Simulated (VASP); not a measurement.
# BAs (zincblende type) (F-43m) in VASP: notebook, part 2 of 2

VASP 6.6.1. The steps go on from the part before.

## (3) Single point, PBEsol

This run uses another cell than the first one, of 13.55 Å³/atom.

The input, INCAR:

```
PREC = Accurate ; ENCUT = 520
EDIFF = 1E-6 ; ISMEAR = -1
SIGMA = 0.05 ; LREAL = False
LASPH = True ; NELM = 60
ALGO = Normal ; ISIF = 2
LWAVE = False ; LCHARG = False
GGA = PS ; NBANDS = 11
```

The input, KPOINTS:

```
regular mesh
0
Gamma
  14 14 14
```

The input, POSCAR:

```
BAs
1.0
    0.0000000000      2.3837963649      2.3837963649
    2.3837963649      0.0000000000      2.3837963649
    2.3837963649      2.3837963649      0.0000000000
B As
1 1
Direct
    0.0000000000      0.0000000000      0.0000000000
    0.2500000000      0.2500000000      0.2500000000
```

Potentials or basis: VASP PAW PBE potentials, release 64 (B, As).

Launch:

```sh
> cat potpaw_PBE.64/B/POTCAR potpaw_PBE.64/As/POTCAR > POTCAR
> mpirun -np 1 vasp_std > vasp.out
```

OUTCAR:

```text
PREC = Accurate
   ENCUT = 520
   EDIFF = 1E-6
   ISMEAR = -1
   LREAL = False
   LASPH = True
   NELM = 60
   ISIF = 2
   GGA = PS

 ion  position               nearest neighbor table
   1  0.000  0.000  0.000-   2 2.06   2 2.06   2 2.06   2 2.06
   2  0.250  0.250  0.250-   1 2.06   1 2.06   1 2.06   1 2.06

  LATTYP: Found a face centered cubic cell.
 ALAT       =     4.7675927298

  Lattice vectors:

 A1 = (   0.0000000000,   2.3837963649,   2.3837963649)
 A2 = (   2.3837963649,   0.0000000000,   2.3837963649)
 A3 = (   2.3837963649,   2.3837963649,   0.0000000000)

Analysis of symmetry for initial positions (statically):
=====================================================================
 Subroutine PRICEL returns:
 Original cell was already a primitive cell.

 Routine SETGRP: Setting up the symmetry group for a
 face centered cubic supercell.

 Subroutine GETGRP returns: Found 24 space group operations
 (whereof 24 operations were pure point group operations)
 out of a pool of 48 trial point group operations.

The static configuration has the point symmetry T_d .

Analysis of symmetry for dynamics (positions and initial velocities):
=====================================================================
 Subroutine PRICEL returns:
 Original cell was already a primitive cell.

 Routine SETGRP: Setting up the symmetry group for a
 face centered cubic supercell.

 Subroutine GETGRP returns: Found 24 space group operations
 (whereof 24 operations were pure point group operations)
 out of a pool of 48 trial point group operations.

The dynamic configuration has the point symmetry T_d .

 Subroutine INISYM returns: Found 24 space group operations
 (whereof 24 operations are pure point group operations),
 and found     1 'primitive' translations

----------------------------------------------------------------------------------------

                                     Primitive cell

  volume of cell :      27.0918

  direct lattice vectors                    reciprocal lattice vectors
     0.000000000  2.383796365  2.383796365    -0.209749460  0.209749460  0.209749460
     2.383796365  0.000000000  2.383796365     0.209749460 -0.209749460  0.209749460
     2.383796365  2.383796365  0.000000000     0.209749460  0.209749460 -0.209749460

  length of vectors
     3.371197149  3.371197149  3.371197149     0.363296721  0.363296721  0.363296721

  position of ions in fractional coordinates (direct lattice)
     0.000000000  0.000000000  0.000000000
     0.250000000  0.250000000  0.250000000

  ion indices of the primitive-cell ions
   primitive index   ion index
                 1           1
                 2           2

----------------------------------------------------------------------------------------

 KPOINTS: regular mesh

Automatic generation of k-mesh.
 Grid dimensions read from file:
 generate k-points for:   14   14   14

 Generating k-lattice:

  Cartesian coordinates                     Fractional coordinates (reciprocal lattice)
    -0.014982104  0.014982104  0.014982104     0.071428571  0.000000000  0.000000000
     0.014982104 -0.014982104  0.014982104     0.000000000  0.071428571  0.000000000
     0.014982104  0.014982104 -0.014982104     0.000000000  0.000000000  0.071428571

  Length of vectors
     0.025949766  0.025949766  0.025949766

  Shift w.r.t. Gamma in fractional coordinates (k-lattice)
     0.000000000  0.000000000  0.000000000

 Subroutine IBZKPT returns following result:
 ===========================================

 Found    104 irreducible k-points:

 Following reciprocal coordinates:
            Coordinates               Weight
  0.000000  0.000000  0.000000      1.000000
  0.071429  0.000000  0.000000      8.000000
  0.142857  0.000000  0.000000      8.000000
  0.214286  0.000000  0.000000      8.000000
  0.285714  0.000000  0.000000      8.000000
  0.357143  0.000000  0.000000      8.000000
[... 16 lines left out ...]
  0.214286  0.142857  0.000000     24.000000
  0.285714  0.142857  0.000000     24.000000
 [... further k-points ...]
   k-points           NKPTS =    104   k-points in BZ     NKDIM =    104   number of bands    NBANDS=     11
   number of dos      NEDOS =    301   number of ions     NIONS =      2
   total plane-waves  NPLWV =  21952
   dimension x,y,z NGX =    28 NGY =   28 NGZ =   28
   dimension x,y,z NGXF=    56 NGYF=   56 NGZF=   56
   ions per type =               1   1
   NGX,Y,Z   is equivalent  to a cutoff of  13.81, 13.81, 13.81 a.u.
   NGXF,Y,Z  is equivalent  to a cutoff of  27.62, 27.62, 27.62 a.u.
 SYSTEM =  unknown system
   PREC   = accura    normal or accurate (medium, high low for compatibility)
   ISTART =      0    job   : 0-new  1-cont  2-samecut
   ICHARG =      2    charge: 1-file 2-atom 10-const
   ISPIN  =      1    spin polarized calculation?
   LNONCOLLINEAR =      F non collinear calculations
   LSORBIT =      F    spin-orbit coupling
   LASPH  =      T    aspherical Exc in radial PAW
   ENCUT  =  520.0 eV  38.22 Ry    6.18 a.u.   6.27  6.27  6.27*2*pi/ulx,y,z
   NELM   =     60;   NELMIN=  2; NELMDL= -5     # of ELM steps
   EDIFF  = 0.1E-05   stopping-criterion for ELM
   LREAL  =      F    real-space projection
   EDIFFG = 0.1E-04   stopping-criterion for IOM
   NSW    =      0    number of steps for IOM
   IBRION =     -1    ionic relax: 0-MD 1-quasi-New 2-CG
   NFREE  =      0    steps in history (QN), initial steepest desc. (CG)
   ISIF   =      2    stress and relaxation
   ISYM   =      2    0-nonsym 1-usesym 2-fastsym
   POTIM  = 0.5000    time-step for ionic-motion
   TEBEG  =    0.0;   TEEND  =   0.0 temperature during run
   PSTRESS=    0.0 pullay stress
   NELECT =       8.0000    total number of electrons
   NUPDOWN=      -1.0000    fix difference up-down
   EMIN   =  10.00;   EMAX   =-10.00  energy-range for DOS
   EFERMI =   0.00;   METHOD = LEGACY
   ISMEAR =    -1;   SIGMA  =   0.05  broadening in eV -4-tet -1-fermi 0-gaus
   EFERMI_NEDOS =   21; number of points for ismear=-14 and -15
   IALGO  =     38    algorithm
   IMIX   =      4    mixing-type and parameters
     AMIX     =   0.40;   BMIX     =  1.00
     AMIX_MAG =   1.60;   BMIX_MAG =  1.00
  volume/ion in A,a.u.               =      13.55        91.41
  Fermi-wavevector in a.u.,A,eV,Ry     =   1.090165  2.060114 16.169984  1.188460
  Thomas-Fermi vector in A             =   2.226384
   LORBIT       =      0    0 simple, 1 ext, 2 COOP (PROOUT), +10 PAW based schemes
   GGA     = PS    functional components
   LHFCALC =     F    Hartree Fock is set to
   AEXX    =    0.0000 exact exchange contribution
   IVDW    =     0    specifies the selected vdW correction
   LEPSILON=     F    determine dielectric tensor
   LRPA    =     F    only Hartree local field effects (RPA)
 non-spin polarized calculation
  energy-cutoff  :      520.00
  volume of cell :       27.09
 maximum number of plane-waves:       748
 NGX is ok and might be reduce to    28
   NGX = 13   NGY = 13   NGZ = 13

 number of electron       8.0000000 magnetization

 Free energy of the ion-electron system (eV)
  ---------------------------------------------------
  ext. energy  EPLUGINS =         0.00000000
  ---------------------------------------------------
  free energy    TOTEN  =       -12.20377029 eV

  energy without entropy =      -12.20377018  energy(sigma->0) =      -12.20377024

 E-fermi :   6.6318     XC(G=0): -10.7563

 val. band max:        6.1091405003   @ k =   0.0000   0.0000   0.0000
 cond. band min:       7.1971424503   @ k =   0.4286   0.4286   0.0000
 fundamental gap:      1.0880019500
 Fermi energy:         6.6317737001

 k-point     1 :       0.0000    0.0000    0.0000
  band No.  band energies     occupation
      1      -9.3820      2.00000
      2       6.1091      1.99994
      3       6.1091      1.99994
      4       6.1091      1.99994
      5       9.3565      0.00000
      6       9.3565      0.00000
      7       9.3565      0.00000
      8      10.8661      0.00000
      9      15.4849      0.00000
     10      19.0644      0.00000
     11      19.0644      0.00000
[... 309 lines left out ...]
 k-point    24 :       0.2857    0.1429    0.0000
  band No.  band energies     occupation
      1      -8.1696      2.00000
      2       1.4422      2.00000
      3       3.8917      2.00000
      4       4.0360      2.00000
      5       8.8471      0.00000
      6      11.2358      0.00000
      7      12.3591      0.00000
      8      12.4692      0.00000
      9      16.5965      0.00000
     10      18.7824      0.00000
     11      19.3541      0.00000

 [... further k-points ...]

------------------------ aborting loop because EDIFF is reached ----------------------------------------

  FORCE on cell =-STRESS in cart. coord.  units (eV):
  Direction    XX          YY          ZZ          XY          YZ          ZX
  --------------------------------------------------------------------------------------
  -------------------------------------------------------------------------------------
  Total        0.1526446      0.1526446      0.1526446      0.0000000     -0.0000000      0.0000000
  in kB        9.0272304      9.0272304      9.0272304      0.0000000     -0.0000000      0.0000000
  external PRESSURE =       9.0272304 kB  Pullay stress =       0.0000000 kB

 VOLUME and BASIS-vectors are now :
 -----------------------------------------------------------------------------
  energy-cutoff  :      520.00
  volume of cell :       27.09
      direct lattice vectors                 reciprocal lattice vectors
     0.000000000  2.383796365  2.383796365    -0.209749460  0.209749460  0.209749460
     2.383796365  0.000000000  2.383796365     0.209749460 -0.209749460  0.209749460
     2.383796365  2.383796365  0.000000000     0.209749460  0.209749460 -0.209749460

 POSITION                                       TOTAL-FORCE (eV/Angst)
 -----------------------------------------------------------------------------------
      0.00000      0.00000      0.00000        -0.000000     -0.000000     -0.000000
      1.19190      1.19190      1.19190         0.000000      0.000000      0.000000
 -----------------------------------------------------------------------------------
    total drift:                               -0.000000     -0.000000     -0.000000

  FREE ENERGIE OF THE ION-ELECTRON SYSTEM (eV)
  ---------------------------------------------------
  free  energy   TOTEN  =       -12.2037702928 eV

  energy  without entropy=      -12.2037701829  energy(sigma->0) =      -12.20377024
```

OSZICAR:

```text
N       E                     dE             d eps       ncg     rms          rms(c)
DAV:   1     0.113409163577E+02    0.11341E+02   -0.37879E+03  2288   0.642E+02
DAV:   2    -0.121256537633E+02   -0.23467E+02   -0.22514E+02  3021   0.105E+02
DAV:   3    -0.128207983849E+02   -0.69514E+00   -0.69385E+00  2882   0.167E+01
DAV:   4    -0.128225307623E+02   -0.17324E-02   -0.17323E-02  2516   0.964E-01
DAV:   5    -0.128225333352E+02   -0.25729E-05   -0.25736E-05  2745   0.388E-02    0.488E+00
DAV:   6    -0.122828276519E+02    0.53971E+00   -0.13632E+00  2483   0.469E+00    0.241E+00
DAV:   7    -0.122128034557E+02    0.70024E-01   -0.18851E-01  2678   0.209E+00    0.932E-01
DAV:   8    -0.122035834877E+02    0.92200E-02   -0.18586E-02  2594   0.746E-01    0.923E-02
DAV:   9    -0.122037151393E+02   -0.13165E-03   -0.68462E-04  2609   0.156E-01    0.518E-02
DAV:  10    -0.122037677416E+02   -0.52602E-04   -0.84832E-05  2476   0.541E-02    0.947E-03
DAV:  11    -0.122037703972E+02   -0.26557E-05   -0.18539E-06  2762   0.983E-03    0.911E-03
DAV:  12    -0.122037702928E+02    0.10441E-06   -0.98168E-07  1522   0.498E-03
   1 F= -.12203770E+02 E0= -.12203770E+02  d E =-.109973E-06
```

Wall time 19 s (1 thread of Intel Xeon Platinum 8488C (Sapphire Rapids), shared host); peak memory 0.18 GiB.

What came out:

| Item | Value |
| --- | --- |
| Free energy | -12.2038 eV |
| Pressure | 0.9 GPa |
| Band gap on the k mesh | 1.09 eV (least direct gap 3.25 eV) |

Levels at points of the mesh, in eV from the valence-band top:
| k point | band 1 | band 2 | band 3 | band 4 | band 5 | band 6 | band 7 | band 8 | band 9 |
| --- | --- | --- | --- | --- | --- | --- | --- | --- | --- |
| (0.00, 0.00, 0.00) | -15.49 | 0.00 | 0.00 | 0.00 | 3.25 | 3.25 | 3.25 | 4.76 | 9.38 |
| (0.50, 0.00, 0.00) | -12.58 | -8.88 | -1.84 | -1.84 | 2.69 | 4.73 | 4.73 | 8.72 | 12.60 |
| (0.50, 0.50, 0.00) | -11.27 | -8.57 | -4.13 | -4.13 | 1.31 | 1.33 | 11.40 | 11.40 | 12.83 |

Caveat: the PAW data sets were made with another functional, which shifts forces and pressure a little.

## (4) Relaxation of cell and atoms, PBEsol

This run uses another cell than the first one, of 13.93 Å³/atom.

The input, INCAR:

```
SYSTEM = BAs
PREC     = Accurate       ! precision mode
ENCUT    = 600            ! plane-wave cutoff, eV
EDIFF    = 1E-6           ! SCF threshold, eV
ISMEAR   = -1             ! smearing method
SIGMA    = 0.05           ! smearing width, eV
LREAL    = .False.        ! projectors in reciprocal space
LASPH    = .True.         ! aspherical terms in the spheres
NELM     = 100            ! most SCF steps
ALGO     = Normal         ! electronic algorithm
ISIF     = 3              ! what is computed and relaxed
LWAVE    = .False.        ! write WAVECAR
LCHARG   = .False.        ! write CHGCAR
GGA      = PS             ! functional
IBRION   = 2              ! ionic algorithm
NSW      = 60             ! ionic steps
EDIFFG   = -0.005         ! ionic threshold
```

The input, KPOINTS:

```
Automatic mesh
0
Gamma
  14 14 14
  0 0 0
```

The input, POSCAR:

```
BAs
1.0
    0.0000000000      2.4061959241      2.4061959241
    2.4061959241      0.0000000000      2.4061959241
    2.4061959241      2.4061959241      0.0000000000
B As
1 1
Direct
    0.0000000000      0.0000000000      0.0000000000
    0.2500000000      0.2500000000      0.2500000000
```

Potentials or basis: VASP PAW PBE potentials, release 64 (B, As).

Launch:

```sh
> cat potpaw_PBE.64/B/POTCAR potpaw_PBE.64/As/POTCAR > POTCAR
> mpirun -np 1 vasp_std > vasp.out
```

OUTCAR:

```text
SYSTEM = BAs
   PREC = Accurate
   ENCUT = 600
   EDIFF = 1E-6
   ISMEAR = -1
   LREAL = .False.
   LASPH = .True.
   NELM = 100
   ISIF = 3
   GGA = PS
   IBRION = 2
   NSW = 60
   EDIFFG = -0.005

 ion  position               nearest neighbor table
   1  0.000  0.000  0.000-   2 2.08   2 2.08   2 2.08   2 2.08
   2  0.250  0.250  0.250-   1 2.08   1 2.08   1 2.08   1 2.08

  LATTYP: Found a face centered cubic cell.
 ALAT       =     4.8123918482

  Lattice vectors:

 A1 = (   0.0000000000,   2.4061959241,   2.4061959241)
 A2 = (   2.4061959241,   0.0000000000,   2.4061959241)
 A3 = (   2.4061959241,   2.4061959241,   0.0000000000)

Analysis of symmetry for initial positions (statically):
=====================================================================
 Subroutine PRICEL returns:
[... 258 lines left out ...]
 Fermi energy:         6.5652602788

 k-point     1 :       0.0000    0.0000    0.0000
  band No.  band energies     occupation
      1      -9.3940      2.00000
      2       6.0392      1.99995
      3       6.0392      1.99995
      4       6.0392      1.99995
      5       9.2788      0.00000
      6       9.2788      0.00000
      7       9.2788      0.00000
      8      10.7167      0.00000
[... 243 lines left out ...]
 k-point    24 :       0.2857    0.1429    0.0000
  band No.  band energies     occupation
      1      -8.1889      2.00000
      2       1.3879      2.00000
      3       3.8369      2.00000
      4       3.9746      2.00000
      5       8.7720      0.00000
      6      11.1277      0.00000
      7      12.2641      0.00000
      8      12.3854      0.00000

 [... further k-points ...]

------------------------ aborting loop because EDIFF is reached ----------------------------------------

  FORCE on cell =-STRESS in cart. coord.  units (eV):
  Direction    XX          YY          ZZ          XY          YZ          ZX
  --------------------------------------------------------------------------------------
  -------------------------------------------------------------------------------------
  Total        0.0002386      0.0002386      0.0002386      0.0000000      0.0000000     -0.0000000
  in kB        0.0140211      0.0140211      0.0140211      0.0000000      0.0000000     -0.0000000
  external PRESSURE =       0.0140211 kB  Pullay stress =       0.0000000 kB
[... 17 lines left out ...]
  FREE ENERGIE OF THE ION-ELECTRON SYSTEM (eV)
  ---------------------------------------------------
  free  energy   TOTEN  =       -12.2053185377 eV

  energy  without entropy=      -12.2053184338  energy(sigma->0) =      -12.20531849

 reached required accuracy - stopping structural energy minimisation
```

It took 29 s on 1 thread of Intel Xeon Platinum 8488C (Sapphire Rapids), shared host; peak memory 0.19 GiB.

Results:

| Quantity | Value |
| --- | --- |
| Free energy | -12.2053 eV |
| Relaxed volume | 13.63 Å³/atom |
| Relaxed cell | a = 3.378 Å, b = 3.378 Å, c = 3.378 Å, α = 60.00°, β = 60.00°, γ = 60.00° |
| Space group after relaxing (to 0.1 Å) | F-43m (No. 216) |
| Energy gained by relaxing | 2.8 meV/atom |
| Ionic steps | 3 |
| Pressure after relaxing | 0.0 GPa |
| Band gap on the k mesh | 1.09 eV (least direct gap 3.24 eV) |

Step by step:
| step | energy change (eV) | largest force (eV/Å) | pressure (GPa) | volume (Å³) |
| --- | --- | --- | --- | --- |
| 1 | 0.0000 | 0.0000 | -2.93 | 27.86 |
| 2 | -0.0028 | 0.0000 | 2.23 | 26.85 |
| 3 | -0.0056 | 0.0000 | 0.00 | 27.26 |

Final structure:
```yaml
crystal:
  lattice:
    - [0.00000, 2.38879, 2.38879]
    - [2.38879, 0.00000, 2.38879]
    - [2.38879, 2.38879, 0.00000]
  atoms:
    - { symbol: B, position: [0.00000, 0.00000, 0.00000] }
    - { symbol: As, position: [0.25000, 0.25000, 0.25000] }
```

Caveat: the PAW data sets were made with another functional, which shifts forces and pressure a little. A k mesh can miss the band edges.

## (5) Summary

```tsv
task	cell	cutoff (eV)	gap on the mesh (eV)	pressure (GPa)
single point	a = 3.302 Å, angles 60.0°, 2 atoms	520	1.02	11.0
single point	a = 3.371 Å, angles 60.0°, 2 atoms	520	1.09	0.9
relaxation of cell and atoms	relaxed from a = 3.403 Å, angles 60.0°, 2 atoms	600	1.09	0.0
```

Alike in all rows: level PBEsol; potentials or basis VASP PAW PBE potentials, release 64 (B, As); no spin polarisation; k mesh 14 × 14 × 14; smearing fermi-dirac 0.05 eV.

Caveats: the PAW data sets were made with another functional, which shifts forces and pressure a little; the cell stands under pressure (at least some runs).

Absolute energies hang on the potentials; compare differences alone.
